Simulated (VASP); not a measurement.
Runs of VASP 6.6.1 on ZrB. The structure is that of space group I4/mmm (No. 139), or close to it. The cells are those of the table. 

```csv
cell,gap on the mesh (eV),pressure (GPa)
"a = 3.418, b = 3.418, c = 3.094 Å, angles 63.1, 63.1, 53.8°, 2 atoms",none,33.9
"a = 3.267, b = 3.267, c = 3.333 Å, angles 59.3, 59.3, 61.3°, 2 atoms",none,(a)
"a = 3.587, b = 3.587, c = 2.929 Å, angles 65.9, 65.9, 48.2°, 2 atoms",none,(b)
"a = 3.196, b = 3.196, c = 3.691 Å, angles 54.7, 54.7, 70.5°, 2 atoms",none,50.2
"a = 3.494, b = 3.494, c = 3.013 Å, angles 64.5, 64.5, 51.1°, 2 atoms",none,41.9
```

Alike in all rows: task single point; level LDA; potentials or basis VASP PAW LDA potentials, release 64 (Zr_sv, B); no spin polarisation; k mesh 20 × 20 × 20; cutoff (eV) 520; smearing gaussian 0.15 eV.

**Question.** Estimate the missing entries.

**Answer.** (a) 26.1; (b) 54.7.

A k mesh can miss the band edges, and the runs leave out spin-orbit coupling on Zr.

A gap of «none» marks levels without a gap at the run's occupations.
